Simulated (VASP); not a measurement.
Wanted: the native input for a VASP 6.6.1 run.

- Task: single point
- Functional: r2SCAN
- Potentials or basis: VASP PAW PBE potentials, release 64 (Cs_sv)
- Cutoff: 520 eV
- k mesh: 6 × 6 × 6
- Occupations: fermi-dirac, width 0.05 eV
- Spin: no spin polarisation
- Dipole correction: no
- Further INCAR settings: ALGO = Normal; EDIFF = 1e-06; NBANDS = 10

The system is Cs.

```
Cs
1.0
    -3.06460    3.06460    3.06460
     3.06460   -3.06460    3.06460
     3.06460    3.06460   -3.06460
Cs
1
Direct
  0.00000 0.00000 0.00000
```

One way to write it, as run:

POSCAR

```
Cs
1.0
   -3.0646009157      3.0646009157      3.0646009157
    3.0646009157     -3.0646009157      3.0646009157
    3.0646009157      3.0646009157     -3.0646009157
Cs
1
Direct
    0.0000000000      0.0000000000      0.0000000000
```

INCAR.step1

```
PREC = Accurate
ENCUT = 520
ISMEAR = -1
SIGMA = 0.05
LREAL = F
LASPH = T
NELM = 80
NBANDS = 10
GGA = PE
ALGO = Normal
EDIFF = 1E-4
LWAVE = T
LCHARG = F
```

INCAR.step2

```
PREC = Accurate
ENCUT = 520
EDIFF = 1E-6
ISMEAR = -1
SIGMA = 0.05
LREAL = F
LASPH = T
NELM = 80
ALGO = Normal
ISIF = 2
LWAVE = F
LCHARG = T
METAGGA = R2SCAN
LMIXTAU = T
LELF = T
LVHAR = T
NBANDS = 10
ISTART = 1
```

KPOINTS

```
Automatic mesh
0
Gamma
  6 6 6
```

Potentials or basis: VASP PAW PBE potentials, release 64 (Cs_sv).

Command:

```sh
$ cat potpaw_PBE.64/Cs_sv/POTCAR > POTCAR
$ cp INCAR.step1 INCAR
$ mpirun -np 1 vasp_std > vasp.out
$ cp INCAR.step2 INCAR
$ mpirun -np 1 vasp_std > vasp.out
```

It gave:

```yaml
Pressure: 0.1 GPa
Band_gap_on_the_k_mesh: zero (an odd number of electrons rules out a gap without spin polarisation)
```

Caveat: the PAW data sets were made with another functional, which shifts forces and pressure a little; spin-orbit coupling is left out, which moves the levels of the heavy elements.

Run time: 56 s on 1 thread of AMD EPYC 9R45 96-Core Processor (Zen 5), on a shared host, peak memory 0.22 GiB.
